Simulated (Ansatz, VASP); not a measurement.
**Ir: VASP beside Ansatz**

```
Ir
1.0
    -0.01920    1.91970    1.91970
     1.91970   -0.01920    1.91970
     1.90050    1.90050    0.00000
Ir
1
Direct
  0.00000 0.00000 0.00000
```

Change from the starting cell: strain -0.0200 x Voigt [0, 0, 0, 0, 0, 1], atoms carried along.

Alike in both runs: task single point; functional PBE; k mesh 22 × 22 × 22; occupations gaussian, width 0.15 eV; no spin polarisation.

|  | VASP | Ansatz |
| --- | --- | --- |
| version | VASP 6.6.1 | Ansatz 0.2.0 |
| potentials or method | VASP PAW PBE potentials, release 64 (Ir), cutoff 520 eV | scalar-relativistic, plane waves, PAW |
| valence electrons in the cell | 9 | 17 |

VASP gave:

| Quantity | Value |
| --- | --- |
| gap on the k mesh at the Fermi level (eV) | none |
| pressure (GPa) | 9.8 |
| traceless stress, the component that is largest in VASP (GPa) | 5.60 |

Question: Estimate Ansatz's values.

Answer: gap on the k mesh at the Fermi level (eV): none; pressure (GPa): 9.3; traceless stress, the component that is largest in VASP (GPa): 5.61.

A gap of «none» marks a metal or a gap that the smearing closes. VASP's potentials hold 9 valence electrons a cell and Ansatz's 17, so a difference there can come from the potentials and not from the codes.

Spin-orbit coupling is off throughout.
